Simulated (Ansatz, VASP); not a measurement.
ScIn3SbP: VASP beside Ansatz

```
Sc In Sb P
1.0
     3.98701    0.00000    0.00000
     0.00000    3.98701    0.00000
     0.00000    0.00000   11.61468
Sc In Sb P
1 3 1 1
Direct
  0.00000 0.00000 0.50000
  0.00000 0.00000 0.75024
  0.00000 0.00000 0.24976
  0.50000 0.50000 0.50000
  0.00000 0.00000 0.00000
  0.50000 0.50000 0.00000
```

Alike in both runs: functional PBE; k mesh 4 × 4 × 2; occupations gaussian, width 0.1 eV; no spin polarisation.

Ansatz relaxed the structure, and its values are those at the end. VASP's run is a single point on that final structure, the one shown.

|  | VASP | Ansatz |
| --- | --- | --- |
| version | VASP 6.6.1 | Ansatz 0.2.0 |
| potentials or method | VASP PAW PBE potentials, release 64 (Sc_sv, In_d, Sb, P), cutoff 520 eV | scalar-relativistic, plane waves, PAW |
| valence electrons in the cell | 60 | 70 |

|  | VASP | Ansatz | Ansatz less VASP |
| --- | --- | --- | --- |
| gap on the k mesh at the Fermi level (eV) | none | none | - |
| pressure (GPa) | 0.0 | 0.0 | +0.02 |

A gap of «none» marks a metal or a gap that the smearing closes. With one functional, cell and mesh, what is left measures potentials, basis and numerics. VASP's potentials hold 60 valence electrons a cell and Ansatz's 70, so a difference there can come from the potentials and not from the codes.

The k mesh is coarse, so the values compare programs but aren't converged. Spin-orbit coupling is off throughout.
